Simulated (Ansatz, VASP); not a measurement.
# GaSb in VASP and in Ansatz

```xyz
2
Lattice="0.0000 3.0755 3.0755 3.0755 0.0000 3.0755 3.0755 3.0755 0.0000" Properties=species:S:1:pos:R:3 pbc="T T T"
Ga    0.0000    0.0000    0.0000
Sb    1.5378    1.5378    1.5378
```

Alike in both runs: task single point; functional PBE; k mesh 12 × 12 × 12; occupations gaussian, width 0.1 eV; no spin polarisation.

```csv
,VASP,Ansatz
version,VASP 6.6.1,Ansatz 0.2.0
potentials or method,"VASP PAW PBE potentials, release 64 (Ga_d, Sb), cutoff 520 eV","scalar-relativistic, plane waves, PAW"
valence electrons in the cell,18,28
```

```csv
,VASP,Ansatz,Ansatz less VASP
gap on the k mesh at the Fermi level (eV),none,none,-
pressure (GPa),1.5,1.5,-0.06
```

A gap of «none» marks a metal or a gap that the smearing closes. The functional is the same, so the differences come from potentials, cutoffs and numerics. VASP's potentials hold 18 valence electrons a cell and Ansatz's 28, so a difference there can come from the potentials and not from the codes.

Spin-orbit coupling is off throughout.
